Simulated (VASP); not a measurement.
Runs of VASP 6.6.1 on CsCl. It takes space group Pm-3m (No. 221, cubic). The conventional cell has a = 4.141 Å, b = 4.141 Å, c = 4.141 Å, α = 90.00°, β = 90.00°, γ = 90.00°. Within 4.7 Å of Cs (site symmetry m-3m) lie 8 Cl at 3.59 Å and 6 Cs at 4.14 Å. Within 4.7 Å of Cl (site symmetry m-3m) lie 8 Cs at 3.59 Å and 6 Cl at 4.14 Å. 

```csv
level,potentials or basis,cutoff (eV),grid for exact exchange (PRECFOCK),screening parameter,gap on the mesh (eV),pressure (GPa)
PBE,"VASP PAW PBE potentials, release 64 (Cs_sv, Cl)",500,-,-,(b),0.8
r2SCAN,"VASP PAW PBE potentials, release 64 (Cs_sv, Cl)",550,-,-,5.91,0.0
HSE06,"VASP PAW PBE potentials, release 64 (Cs_sv, Cl)",400,Normal,0.2079 1/Å,6.51,(c)
LDA,"VASP PAW LDA potentials, release 64 (Cs_sv, Cl)",500,-,-,4.79,(a)
```

Alike in all rows: task single point; no spin polarisation; cell as given; k mesh 4 × 4 × 4; smearing gaussian 0.01 eV.

Task: Fill in the values left out.

Result: (a) -2.2; (b) 5.20; (c) 0.4.

Caveats: spin-orbit coupling is left out, which moves the levels of the heavy elements; the PAW data sets were made with another functional, which shifts forces and pressure a little (some runs).

A k mesh can miss the band edges, and the runs leave out spin-orbit coupling on Cs.
